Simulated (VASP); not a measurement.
# W (P6_3/mmc) in VASP: notebook, part 2 of 2

VASP 6.6.1. The steps go on from the part before.

## (4) Single point, PBEsol

This run uses another cell than the first one, of 16.54 Å³/atom.

File INCAR:

```
ALGO = Normal
EDIFF = 1E-7
ENCUT = 520
GGA = PS
ISIF = 2
ISMEAR = 0
LASPH = T
LCHARG = F
LREAL = F
LWAVE = F
NBANDS = 36
NELM = 100
PREC = Accurate
SIGMA = 0.1
```

File KPOINTS:

```
k-points
0
Gamma
  9 9 2
```

File POSCAR:

```
W
1.0
    2.7358003948      0.0000000000      0.0000000000
   -1.3679001974      2.3692726416      0.0000000000
    0.0000000000      0.0000000000     10.2093601741
W
4
Direct
    0.3333333333      0.6666666667      0.3822648002
    0.6666666667      0.3333333333      0.8822648002
    0.6666666667      0.3333333333      0.6177351998
    0.3333333333      0.6666666667      0.1177351998
```

Potentials or basis: VASP PAW PBE potentials, release 64 (W_sv).

Launch:

```
$ cat potpaw_PBE.64/W_sv/POTCAR > POTCAR
$ mpirun -np 1 vasp_std > vasp.out
```

OUTCAR:

```text
EDIFF = 1E-7
   ENCUT = 520
   GGA = PS
   ISIF = 2
   ISMEAR = 0
   LASPH = T
   LREAL = F
   NELM = 100
   PREC = Accurate

 ion  position               nearest neighbor table
   1  0.333  0.667  0.382-   4 2.70   3 2.88   3 2.88   3 2.88
   2  0.667  0.333  0.882-   3 2.70   4 2.88   4 2.88   4 2.88
   3  0.667  0.333  0.618-   2 2.70   1 2.88   1 2.88   1 2.88
   4  0.333  0.667  0.118-   1 2.70   2 2.88   2 2.88   2 2.88

  LATTYP: Found a hexagonal cell.
 ALAT       =     2.7358003948
 C/A-ratio  =     3.7317635429

  Lattice vectors:

 A1 = (   2.7358003948,   0.0000000000,   0.0000000000)
 A2 = (  -1.3679001974,   2.3692726416,   0.0000000000)
 A3 = (   0.0000000000,   0.0000000000,  10.2093601741)

Analysis of symmetry for initial positions (statically):
=====================================================================
 Subroutine PRICEL returns:
 Original cell was already a primitive cell.

 Routine SETGRP: Setting up the symmetry group for a
 hexagonal supercell.

 Subroutine GETGRP returns: Found 24 space group operations
 (whereof 12 operations were pure point group operations)
 out of a pool of 24 trial point group operations.

The static configuration has the point symmetry D_3d.
 The point group associated with its full space group is D_6h.

Analysis of symmetry for dynamics (positions and initial velocities):
=====================================================================
 Subroutine PRICEL returns:
 Original cell was already a primitive cell.

 Routine SETGRP: Setting up the symmetry group for a
 hexagonal supercell.

 Subroutine GETGRP returns: Found 24 space group operations
 (whereof 12 operations were pure point group operations)
 out of a pool of 24 trial point group operations.

The dynamic configuration has the point symmetry D_3d.
 The point group associated with its full space group is D_6h.

 Subroutine INISYM returns: Found 24 space group operations
 (whereof 12 operations are pure point group operations),
 and found     1 'primitive' translations

----------------------------------------------------------------------------------------

                                     Primitive cell

  volume of cell :      66.1756

  direct lattice vectors                    reciprocal lattice vectors
     2.735800395  0.000000000  0.000000000     0.365523743  0.211035231  0.000000000
    -1.367900197  2.369272642  0.000000000     0.000000000  0.422070463  0.000000000
     0.000000000  0.000000000 10.209360174     0.000000000  0.000000000  0.097949331

  length of vectors
     2.735800395  2.735800395 10.209360174     0.422070463  0.422070463  0.097949331

  position of ions in fractional coordinates (direct lattice)
     0.333333333  0.666666667  0.382264800
     0.666666667  0.333333333  0.882264800
     0.666666667  0.333333333  0.617735200
     0.333333333  0.666666667  0.117735200

  ion indices of the primitive-cell ions
   primitive index   ion index
                 1           1
                 2           2
                 3           3
                 4           4

----------------------------------------------------------------------------------------

 KPOINTS: k-points

Automatic generation of k-mesh.
 Grid dimensions read from file:
 generate k-points for:    9    9    2

 Generating k-lattice:

  Cartesian coordinates                     Fractional coordinates (reciprocal lattice)
     0.040613749  0.023448359  0.000000000     0.111111111 -0.000000000  0.000000000
     0.000000000  0.046896718  0.000000000     0.000000000  0.111111111  0.000000000
     0.000000000  0.000000000  0.048974666     0.000000000  0.000000000  0.500000000

  Length of vectors
     0.046896718  0.046896718  0.048974666

  Shift w.r.t. Gamma in fractional coordinates (k-lattice)
     0.000000000  0.000000000  0.000000000

 Subroutine IBZKPT returns following result:
 ===========================================

 Found     24 irreducible k-points:

 Following reciprocal coordinates:
            Coordinates               Weight
  0.000000  0.000000  0.000000      1.000000
  0.111111  0.000000  0.000000      6.000000
  0.222222  0.000000  0.000000      6.000000
  0.333333  0.000000  0.000000      6.000000
  0.444444  0.000000  0.000000      6.000000
  0.111111  0.111111  0.000000      6.000000
[... 16 lines left out ...]
  0.333333  0.222222  0.500000     12.000000
  0.333333  0.333333  0.500000      2.000000
   k-points           NKPTS =     24   k-points in BZ     NKDIM =     24   number of bands    NBANDS=     36
   number of dos      NEDOS =    301   number of ions     NIONS =      4
   total plane-waves  NPLWV =  32000
   dimension x,y,z NGX =    20 NGY =   20 NGZ =   80
   dimension x,y,z NGXF=    40 NGYF=   40 NGZF=  160
   ions per type =               4
   NGX,Y,Z   is equivalent  to a cutoff of  12.15, 12.15, 13.03 a.u.
   NGXF,Y,Z  is equivalent  to a cutoff of  24.31, 24.31, 26.05 a.u.
 SYSTEM =  unknown system
   PREC   = accura    normal or accurate (medium, high low for compatibility)
   ISTART =      0    job   : 0-new  1-cont  2-samecut
   ICHARG =      2    charge: 1-file 2-atom 10-const
   ISPIN  =      1    spin polarized calculation?
   LNONCOLLINEAR =      F non collinear calculations
   LSORBIT =      F    spin-orbit coupling
   LASPH  =      T    aspherical Exc in radial PAW
   ENCUT  =  520.0 eV  38.22 Ry    6.18 a.u.   5.09  5.09 18.98*2*pi/ulx,y,z
   NELM   =    100;   NELMIN=  2; NELMDL= -5     # of ELM steps
   EDIFF  = 0.1E-06   stopping-criterion for ELM
   LREAL  =      F    real-space projection
   EDIFFG = 0.1E-05   stopping-criterion for IOM
   NSW    =      0    number of steps for IOM
   IBRION =     -1    ionic relax: 0-MD 1-quasi-New 2-CG
   NFREE  =      0    steps in history (QN), initial steepest desc. (CG)
   ISIF   =      2    stress and relaxation
   ISYM   =      2    0-nonsym 1-usesym 2-fastsym
   POTIM  = 0.5000    time-step for ionic-motion
   TEBEG  =    0.0;   TEEND  =   0.0 temperature during run
   PSTRESS=    0.0 pullay stress
   NELECT =      56.0000    total number of electrons
   NUPDOWN=      -1.0000    fix difference up-down
   EMIN   =  10.00;   EMAX   =-10.00  energy-range for DOS
   EFERMI =   0.00;   METHOD = LEGACY
   ISMEAR =     0;   SIGMA  =   0.10  broadening in eV -4-tet -1-fermi 0-gaus
   EFERMI_NEDOS =   21; number of points for ismear=-14 and -15
   IALGO  =     38    algorithm
   IMIX   =      4    mixing-type and parameters
     AMIX     =   0.40;   BMIX     =  1.00
     AMIX_MAG =   1.60;   BMIX_MAG =  1.00
  volume/ion in A,a.u.               =      16.54       111.64
  Fermi-wavevector in a.u.,A,eV,Ry     =   1.548477  2.926198 32.623805  2.397782
  Thomas-Fermi vector in A             =   2.653422
   LORBIT       =      0    0 simple, 1 ext, 2 COOP (PROOUT), +10 PAW based schemes
   GGA     = PS    functional components
   LHFCALC =     F    Hartree Fock is set to
   AEXX    =    0.0000 exact exchange contribution
   IVDW    =     0    specifies the selected vdW correction
   LEPSILON=     F    determine dielectric tensor
   LRPA    =     F    only Hartree local field effects (RPA)
 non-spin polarized calculation
 Gauss-broadening in eV      SIGMA  =   0.10
  energy-cutoff  :      520.00
  volume of cell :       66.18
 maximum number of plane-waves:      1806
   NGX = 11   NGY = 11   NGZ = 37

 number of electron      56.0000001 magnetization

 Free energy of the ion-electron system (eV)
  ---------------------------------------------------
  ext. energy  EPLUGINS =         0.00000000
  ---------------------------------------------------
  free energy    TOTEN  =       -51.48265011 eV

  energy without entropy =      -51.46417496  energy(sigma->0) =      -51.47341254

 E-fermi :  10.5178     XC(G=0): -13.4510

 val. band max:       10.5171158282   @ k =   0.3333   0.0000   0.0000
 cond. band min:      10.5197922480   @ k =   0.3333   0.3333   0.5000
 fundamental gap:      0.0026764198
 Fermi energy:        10.5178328174

 k-point     1 :       0.0000    0.0000    0.0000
  band No.  band energies     occupation
      1     -63.3541      2.00000
      2     -63.3175      2.00000
      3     -63.3058      2.00000
      4     -63.2689      2.00000
      5     -28.2471      2.00000
      6     -27.7376      2.00000
[... 28 lines left out ...]
     35      13.5722      0.00000
     36      13.5785      0.00000
[... 866 lines left out ...]
      6     -27.8719      2.00000
[... 28 lines left out ...]
     35      15.0888      0.00000
     36      15.0888      0.00000

------------------------ aborting loop because EDIFF is reached ----------------------------------------

  FORCE on cell =-STRESS in cart. coord.  units (eV):
  Direction    XX          YY          ZZ          XY          YZ          ZX
  --------------------------------------------------------------------------------------
  -------------------------------------------------------------------------------------
  Total        0.4585135      0.4585135      0.2993942     -0.0000000      0.0000000      0.0000000
  in kB       11.1010683     11.1010683      7.2486316     -0.0000000      0.0000000      0.0000000
  external PRESSURE =       9.8169227 kB  Pullay stress =       0.0000000 kB

 VOLUME and BASIS-vectors are now :
 -----------------------------------------------------------------------------
  energy-cutoff  :      520.00
  volume of cell :       66.18
      direct lattice vectors                 reciprocal lattice vectors
     2.735800395  0.000000000  0.000000000     0.365523743  0.211035231  0.000000000
    -1.367900197  2.369272642  0.000000000     0.000000000  0.422070463  0.000000000
     0.000000000  0.000000000 10.209360174     0.000000000  0.000000000  0.097949331

 POSITION                                       TOTAL-FORCE (eV/Angst)
 -----------------------------------------------------------------------------------
     -0.00000      1.57952      3.90268        -0.000000     -0.000000     -0.028490
      1.36790      0.78976      9.00736         0.000000      0.000000     -0.028490
      1.36790      0.78976      6.30668         0.000000      0.000000      0.028490
     -0.00000      1.57952      1.20200        -0.000000      0.000000      0.028490
 -----------------------------------------------------------------------------------
    total drift:                                0.000000     -0.000000      0.000000

  FREE ENERGIE OF THE ION-ELECTRON SYSTEM (eV)
  ---------------------------------------------------
  free  energy   TOTEN  =       -51.4826501120 eV

  energy  without entropy=      -51.4641749645  energy(sigma->0) =      -51.47341254
```

stdout:

```text
POSCAR found type information on POSCAR W
 POSCAR found :  1 types and       4 ions
 scaLAPACK will be used
 -----------------------------------------------------------------------------
|                                                                             |
|                                                                             |
|     You enforced a specific xc type in the INCAR file but a different       |
|     I HOPE YOU KNOW WHAT YOU ARE DOING!                                     |
|                                                                             |
 -----------------------------------------------------------------------------

 LDA part: xc-table for (Slater+PW92), standard interpolation
 POSCAR, INCAR and KPOINTS ok, starting setup
 FFT: planning ... GRIDC
 FFT: planning ... GRID_SOFT
 FFT: planning ... GRID
 WAVECAR not read
 entering main loop
```

Wall time 34 s (1 thread of Intel Xeon Platinum 8375C at 2.90GHz (Ice Lake), shared host); peak memory 0.19 GiB.

What came out:

- Free energy: -51.4827 eV
- Pressure: 1.0 GPa
- Largest force: 0.028 eV/Å
- Band gap on the k mesh: zero (bands 28 and 29 overlap by 1.53 eV)

Forces on the atoms (eV/Å):
```
W    0.000  0.000 -0.028
W    0.000  0.000 -0.028
W    0.000  0.000  0.028
W    0.000  0.000  0.028
```

Caveat: the PAW data sets were made with another functional, which shifts forces and pressure a little; spin-orbit coupling is left out, which moves the levels of the heavy elements.

## (5) The runs side by side

```csv
cell,k mesh,gap on the mesh (eV),pressure (GPa),largest force (eV/Å)
"a = 3.567, b = 3.567, c = 5.885 Å, angles 90.0, 90.0, 120.0°, 4 atoms, atomic positions A",6 × 6 × 4,none,112.0,1.95
"a = 2.751, b = 2.751, c = 10.036 Å, angles 90.0, 90.0, 120.0°, 4 atoms, atomic positions B",6 × 6 × 4,none,0.8,-
"a = 2.736, b = 2.736, c = 10.209 Å, angles 90.0, 90.0, 120.0°, 4 atoms, atomic positions C",9 × 9 × 2,none,1.0,0.03
```

Alike in all rows: task single point; level PBEsol; potentials or basis VASP PAW PBE potentials, release 64 (W_sv); no spin polarisation; cutoff (eV) 520; smearing gaussian 0.1 eV.

Caveats: some runs use coarse meshes; the PAW data sets were made with another functional, which shifts forces and pressure a little; spin-orbit coupling is left out, which moves the levels of the heavy elements; the cell stands under pressure (at least some runs).

Absolute energies hang on the potentials; compare differences alone.
